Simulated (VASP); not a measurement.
CoPdO2, 4 atoms in the cell. The structure is trigonal, space group R-3m (No. 166). The conventional cell has a = 2.863 Å, b = 2.863 Å, c = 17.873 Å, α = 90.00°, β = 90.00°, γ = 120.00°. Pd (site symmetry -3m) has 2 O at 2.01 Å within 2.7 Å. Within 2.5 Å of Co (site symmetry -3m) lie 6 O at 1.92 Å. Within 2.6 Å of O (site symmetry 3m) lie 3 Co at 1.92 Å and 1 Pd at 2.01 Å and 3 O at 2.55 Å. 

```yaml
Program: VASP 6.6.1
Task: single point
Functional: revPBE
Potentials_or_basis: VASP PAW PBE potentials, release 64 (Pd, Co, O)
Cutoff: 520 eV
k_mesh: 11 × 11 × 11
Occupations: fermi-dirac, width 0.05 eV
Spin: collinear spin, ferromagnetic start
Starting_moments: "[0.0, 2.0, 0.0, 0.0] μB"
Dipole_correction: no
Further_INCAR_settings: ALGO = Normal; EDIFF = 1e-06; NBANDS = 28
```

Potentials or basis: VASP PAW PBE potentials, release 64 (Pd, Co, O).

Run with:

```sh
$ cat potpaw_PBE.64/Pd/POTCAR potpaw_PBE.64/Co/POTCAR potpaw_PBE.64/O/POTCAR > POTCAR
$ mpirun -np 1 vasp_std > vasp.out
```

Hardware: 1 thread of Intel Xeon 8259CL, with other jobs on the host.

**Question.** Estimate the wall time of this run.

**Answer.** Run time: 36 min on 1 thread of Intel Xeon 8259CL, with other jobs on the host, peak memory 0.61 GiB. Counts: scf iterations 18, k points 146.
